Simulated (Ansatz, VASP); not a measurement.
One calculation of HfO2, two programs

```
CELL_PARAMETERS angstrom
5.14135 0.00000 0.00000
0.00000 5.25900 0.00000
0.00000 0.00000 10.09373
ATOMIC_POSITIONS crystal
Hf 0.95931 0.34269 0.13811
Hf 0.54069 0.84269 0.13811
Hf 0.45931 0.34269 0.36189
Hf 0.04069 0.84269 0.36189
Hf 0.95931 0.15731 0.63811
Hf 0.54069 0.65731 0.63811
Hf 0.45931 0.15731 0.86189
Hf 0.04069 0.65731 0.86189
O 0.83142 0.66709 0.03365
O 0.66858 0.16709 0.03365
O 0.24760 0.08750 0.22371
O 0.25240 0.58750 0.22371
O 0.74760 0.08750 0.27629
O 0.75240 0.58750 0.27629
O 0.16858 0.16709 0.46635
O 0.33142 0.66709 0.46635
O 0.66858 0.33291 0.53365
O 0.83142 0.83291 0.53365
O 0.24760 0.41250 0.72371
O 0.25240 0.91250 0.72371
O 0.74760 0.41250 0.77629
O 0.75240 0.91250 0.77629
O 0.16858 0.33291 0.96635
O 0.33142 0.83291 0.96635
```

Alike in both runs: task electric field gradients; functional PBE; k mesh 5 × 4 × 3; occupations fermi-dirac, width 0.02 eV; no spin polarisation.

|  | VASP | Ansatz |
| --- | --- | --- |
| version | VASP 6.6.1 | Ansatz 0.2.0 |
| potentials or method | VASP PAW PBE potentials, release 64 (Hf_pv, O) | plane-wave PAW, scalar-relativistic |
| plane-wave cutoff (eV) | 520 | 420 |
| valence electrons in the cell | 176 | 304 |

|  | VASP | Ansatz | Ansatz less VASP |
| --- | --- | --- | --- |
| gap on the k mesh at the Fermi level (eV) | 4.06 | 4.10 | +0.047 |
| pressure (GPa) | 6.1 | 9.4 | +3.32 |
| traceless stress, the component that is largest in VASP (GPa) | -0.23 | -0.29 | -0.059 |
| rms of the force components (eV/Å) | 0.051 | 0.088 | +0.0373 |
| size of Vzz on the site where it differs most (V/Å²) | 99.8 | 113.8 | +13.95 |

Atom by atom the forces differ by 0.038 eV/Å (rms over components). VASP's potentials hold 176 valence electrons a cell and Ansatz's 304, so a difference there can come from the potentials and not from the codes.

Spin-orbit coupling is off throughout.
